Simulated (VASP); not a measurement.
# Ru (P6_3/mmc) in VASP: notebook

Runs on Ru. Level: PBEsol. Tasks: single point.

Everything below comes from runs of VASP 6.6.1. Logs are shortened: lines on timing, memory, paths and dates and some standing lists are left out, and cuts for length are marked.

## (1) The cell of the first run

The structure is hexagonal, space group P6_3/mmc (No. 194). Conventional cell: a = 2.733 Å, b = 2.733 Å, c = 4.053 Å, α = 90.00°, β = 90.00°, γ = 120.00°. Within 3.4 Å of Ru (site symmetry -6m2) lie 12 Ru at 2.57 to 2.73 Å.

## (2) Single point, PBEsol (volume 13.108 Å^3 an atom, c/a of the conventional cell 1.4828)

Input file INCAR:

```
SYSTEM = Ru
PREC = Accurate
ENCUT = 520
EDIFF = 1E-7
ISMEAR = 0
SIGMA = 0.15
LREAL = .False.
LASPH = .True.
NELM = 60
ALGO = Fast
ISIF = 2
LWAVE = .False.
LCHARG = .False.
GGA = PS
NBANDS = 21
```

Input file KPOINTS:

```
Automatic mesh
0
Gamma
  21 21 12
  0 0 0
```

Input file POSCAR:

```
Ru
1.0
    2.7330720014      0.0000000000      0.0000000000
   -1.3665360007      2.3669097836      0.0000000000
    0.0000000000      0.0000000000      4.0525991636
Ru
2
Direct
    0.3333333333      0.6666666667      0.2500000000
    0.6666666667      0.3333333333      0.7500000000
```

Potentials or basis: VASP PAW PBE potentials, release 64 (Ru_pv).

Command:

```console
> cat potpaw_PBE.64/Ru_pv/POTCAR > POTCAR
> mpirun -np 1 vasp_std > vasp.out
```

OUTCAR:

```text
SYSTEM = Ru
   PREC = Accurate
   ENCUT = 520
   EDIFF = 1E-7
   ISMEAR = 0
   LREAL = .False.
   LASPH = .True.
   NELM = 60
   ISIF = 2
   GGA = PS

 ion  position               nearest neighbor table
   1  0.333  0.667  0.250-   2 2.57   2 2.57   2 2.57   2 2.57   2 2.57   2 2.57
   2  0.667  0.333  0.750-   1 2.57   1 2.57   1 2.57   1 2.57   1 2.57   1 2.57

  LATTYP: Found a hexagonal cell.
 ALAT       =     2.7330720014
 C/A-ratio  =     1.4828000000

  Lattice vectors:

 A1 = (   2.7330720014,   0.0000000000,   0.0000000000)
 A2 = (  -1.3665360007,   2.3669097836,   0.0000000000)
 A3 = (   0.0000000000,   0.0000000000,   4.0525991636)

Analysis of symmetry for initial positions (statically):
=====================================================================
 Subroutine PRICEL returns:
 Original cell was already a primitive cell.

 Routine SETGRP: Setting up the symmetry group for a
 hexagonal supercell.

 Subroutine GETGRP returns: Found 24 space group operations
 (whereof 12 operations were pure point group operations)
 out of a pool of 24 trial point group operations.

The static configuration has the point symmetry D_3d.
 The point group associated with its full space group is D_6h.

Analysis of symmetry for dynamics (positions and initial velocities):
=====================================================================
 Subroutine PRICEL returns:
 Original cell was already a primitive cell.

 Routine SETGRP: Setting up the symmetry group for a
 hexagonal supercell.

 Subroutine GETGRP returns: Found 24 space group operations
 (whereof 12 operations were pure point group operations)
 out of a pool of 24 trial point group operations.

The dynamic configuration has the point symmetry D_3d.
 The point group associated with its full space group is D_6h.

 Subroutine INISYM returns: Found 24 space group operations
 (whereof 12 operations are pure point group operations),
 and found     1 'primitive' translations

----------------------------------------------------------------------------------------

                                     Primitive cell

  volume of cell :      26.2160

  direct lattice vectors                    reciprocal lattice vectors
     2.733072001  0.000000000  0.000000000     0.365888641  0.211245905  0.000000000
    -1.366536001  2.366909784  0.000000000     0.000000000  0.422491811  0.000000000
     0.000000000  0.000000000  4.052599164     0.000000000  0.000000000  0.246755220

  length of vectors
[... 80 lines left out ...]
   ENCUT  =  520.0 eV  38.22 Ry    6.18 a.u.   5.08  5.08  7.54*2*pi/ulx,y,z
   NELM   =     60;   NELMIN=  2; NELMDL= -5     # of ELM steps
   EDIFF  = 0.1E-06   stopping-criterion for ELM
   LREAL  =      F    real-space projection
   EDIFFG = 0.1E-05   stopping-criterion for IOM
   NSW    =      0    number of steps for IOM
   IBRION =     -1    ionic relax: 0-MD 1-quasi-New 2-CG
   NFREE  =      0    steps in history (QN), initial steepest desc. (CG)
   ISIF   =      2    stress and relaxation
   ISYM   =      2    0-nonsym 1-usesym 2-fastsym
   POTIM  = 0.5000    time-step for ionic-motion
   TEBEG  =    0.0;   TEEND  =   0.0 temperature during run
   PSTRESS=    0.0 pullay stress
   NELECT =      28.0000    total number of electrons
   NUPDOWN=      -1.0000    fix difference up-down
   EMIN   =  10.00;   EMAX   =-10.00  energy-range for DOS
   EFERMI =   0.00;   METHOD = LEGACY
   ISMEAR =     0;   SIGMA  =   0.15  broadening in eV -4-tet -1-fermi 0-gaus
   EFERMI_NEDOS =   21; number of points for ismear=-14 and -15
   IALGO  =     68    algorithm
   IMIX   =      4    mixing-type and parameters
     AMIX     =   0.40;   BMIX     =  1.00
     AMIX_MAG =   1.60;   BMIX_MAG =  1.00
  volume/ion in A,a.u.               =      13.11        88.46
  Fermi-wavevector in a.u.,A,eV,Ry     =   1.673422  3.162308 38.100936  2.800340
  Thomas-Fermi vector in A             =   2.758396
   LORBIT       =      0    0 simple, 1 ext, 2 COOP (PROOUT), +10 PAW based schemes
   GGA     = PS    functional components
   LHFCALC =     F    Hartree Fock is set to
   AEXX    =    0.0000 exact exchange contribution
   IVDW    =     0    specifies the selected vdW correction
   LEPSILON=     F    determine dielectric tensor
   LRPA    =     F    only Hartree local field effects (RPA)
 non-spin polarized calculation
 RMM-DIIS sequential band-by-band and
 Gauss-broadening in eV      SIGMA  =   0.15
  energy-cutoff  :      520.00
  volume of cell :       26.22
 maximum number of plane-waves:       723
   NGX = 11   NGY = 11   NGZ = 15

 number of electron      28.0000014 magnetization

 Free energy of the ion-electron system (eV)
  ---------------------------------------------------
  ext. energy  EPLUGINS =         0.00000000
  ---------------------------------------------------
  free energy    TOTEN  =       -20.23306769 eV

  energy without entropy =      -20.21588952  energy(sigma->0) =      -20.22447860

 E-fermi :  13.3813     XC(G=0): -14.4920

 val. band max:       13.3806254777   @ k =   0.2381   0.0476   0.0833
 cond. band min:      13.3849385096   @ k =   0.4762   0.0476   0.3333
 fundamental gap:      0.0043130319
 Fermi energy:        13.3813047120

 k-point     1 :       0.0000    0.0000    0.0000
  band No.  band energies     occupation
      1     -30.4911      2.00000
      2     -29.4301      2.00000
      3     -29.4301      2.00000
      4     -29.1665      2.00000
      5     -29.1665      2.00000
      6     -29.0332      2.00000
[... 565 lines left out ...]
     20      23.6046      0.00000
     21      24.6333      0.00000

 [... further k-points ...]

------------------------ aborting loop because EDIFF is reached ----------------------------------------

  FORCE on cell =-STRESS in cart. coord.  units (eV):
  Direction    XX          YY          ZZ          XY          YZ          ZX
  --------------------------------------------------------------------------------------
  -------------------------------------------------------------------------------------
  Total       -0.3350327     -0.3350327      4.7884776      0.0000000     -0.0000000     -0.0000000
  in kB      -20.4753491    -20.4753491    292.6453427      0.0000000     -0.0000000     -0.0000000
  external PRESSURE =      83.8982148 kB  Pullay stress =       0.0000000 kB

 VOLUME and BASIS-vectors are now :
 -----------------------------------------------------------------------------
  energy-cutoff  :      520.00
  volume of cell :       26.22
      direct lattice vectors                 reciprocal lattice vectors
     2.733072001  0.000000000  0.000000000     0.365888641  0.211245905  0.000000000
    -1.366536001  2.366909784  0.000000000     0.000000000  0.422491811  0.000000000
     0.000000000  0.000000000  4.052599164     0.000000000  0.000000000  0.246755220

 POSITION                                       TOTAL-FORCE (eV/Angst)
 -----------------------------------------------------------------------------------
     -0.00000      1.57794      1.01315        -0.000000      0.000000      0.000000
      1.36654      0.78897      3.03945         0.000000     -0.000000      0.000000
 -----------------------------------------------------------------------------------
    total drift:                               -0.000000      0.000000     -0.000000

  FREE ENERGIE OF THE ION-ELECTRON SYSTEM (eV)
  ---------------------------------------------------
  free  energy   TOTEN  =       -20.2330676872 eV

  energy  without entropy=      -20.2158895207  energy(sigma->0) =      -20.22447860
```

OSZICAR:

```text
N       E                     dE             d eps       ncg     rms          rms(c)
DAV:   1     0.285990476558E+03    0.28599E+03   -0.17578E+04 14152   0.149E+03
DAV:   2    -0.159193578216E+02   -0.30191E+03   -0.29265E+03 14513   0.447E+02
DAV:   3    -0.217249772002E+02   -0.58056E+01   -0.57733E+01 16552   0.695E+01
DAV:   4    -0.217677863389E+02   -0.42809E-01   -0.42762E-01 17693   0.570E+00
DAV:   5    -0.217682979103E+02   -0.51157E-03   -0.50730E-03 16107   0.563E-01    0.212E+01
RMM:   6    -0.203485045435E+02    0.14198E+01   -0.29835E+00 14520   0.144E+01    0.582E+00
RMM:   7    -0.202424571431E+02    0.10605E+00   -0.42900E-01 15641   0.489E+00    0.108E+00
RMM:   8    -0.202341565267E+02    0.83006E-02   -0.25624E-02 16057   0.153E+00    0.547E-01
RMM:   9    -0.202330265485E+02    0.11300E-02   -0.35444E-03 16294   0.512E-01    0.802E-02
RMM:  10    -0.202330618693E+02   -0.35321E-04   -0.61533E-04 16748   0.223E-01    0.312E-02
RMM:  11    -0.202330678536E+02   -0.59843E-05   -0.10738E-04 17675   0.678E-02    0.115E-02
RMM:  12    -0.202330678000E+02    0.53596E-07   -0.15860E-05 18162   0.277E-02    0.121E-03
RMM:  13    -0.202330677772E+02    0.22753E-07   -0.18243E-06 15445   0.710E-03    0.109E-03
RMM:  14    -0.202330676872E+02    0.90079E-07   -0.27099E-07 12361   0.323E-03
   1 F= -.20233068E+02 E0= -.20224479E+02  d E =-.171782E-01
```

Run time: 75 s. Hardware: 1 thread of Intel Xeon Platinum 8559C (Emerald Rapids), shared host; peak memory 0.25 GiB.

What came out:

- Free energy: -20.2331 eV
- Pressure: 8.4 GPa
- Band gap on the k mesh: zero (band 14 reaches 14.76 eV, above the bottom of band 15 at 11.44 eV)

Levels at points of the mesh, in eV from the Fermi level:
```csv
k point,band 12,band 13,band 14,band 15,band 16,band 17
"(0.00, 0.00, 0.00)",-2.01,-1.97,-1.97,-1.94,1.23,1.23
"(0.00, 0.00, 0.50)",-3.23,-2.50,-2.50,0.66,0.66,0.66
```

Caveat: the PAW data sets were made with another functional, which shifts forces and pressure a little.

[end of part 1 of 2]
